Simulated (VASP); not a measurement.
A run of VASP 6.6.1 is set up as follows.

Contents of POSCAR:

```
Nb
1.0
    0.0000000000      2.0185511154      2.0185511154
    2.0185511154      0.0000000000      2.0185511154
    2.0185511154      2.0185511154      0.0000000000
Nb
1
Direct
    0.0000000000      0.0000000000      0.0000000000
```

File INCAR.step1:

```
SYSTEM = Nb
  PREC = Accurate
  ENCUT = 520
  ISMEAR = 0
  SIGMA = 0.1
  LREAL = .False.
  LASPH = .True.
  NELM = 100
  NBANDS = 12
  GGA = PE
  ALGO = Normal
  EDIFF = 1E-4
  LWAVE = .True.
  LCHARG = .False.
```

File INCAR.step2:

```
SYSTEM = Nb
  PREC = Accurate
  ENCUT = 520
  EDIFF = 1E-7
  ISMEAR = 0
  SIGMA = 0.1
  LREAL = .False.
  LASPH = .True.
  NELM = 100
  ALGO = Normal
  ISIF = 2
  LWAVE = .False.
  LCHARG = .True.
  METAGGA = R2SCAN
  LMIXTAU = .True.
  LELF = .True.
  LVHAR = .True.
  NBANDS = 12
  ISTART = 1
```

KPOINTS

```
Automatic mesh
0
Gamma
  18 18 18
  0 0 0
```

Potentials or basis: VASP PAW PBE potentials, release 64 (Nb_sv).

The run is started by

```console
$ cat potpaw_PBE.64/Nb_sv/POTCAR > POTCAR
$ cp INCAR.step1 INCAR
$ mpirun -np 1 vasp_std > vasp.out
$ cp INCAR.step2 INCAR
$ mpirun -np 1 vasp_std > vasp.out
```

(1) What does it give for the pressure?

Answers

(1) 26.6 GPa.

Caveat: the PAW data sets were made with another functional, which shifts forces and pressure a little.
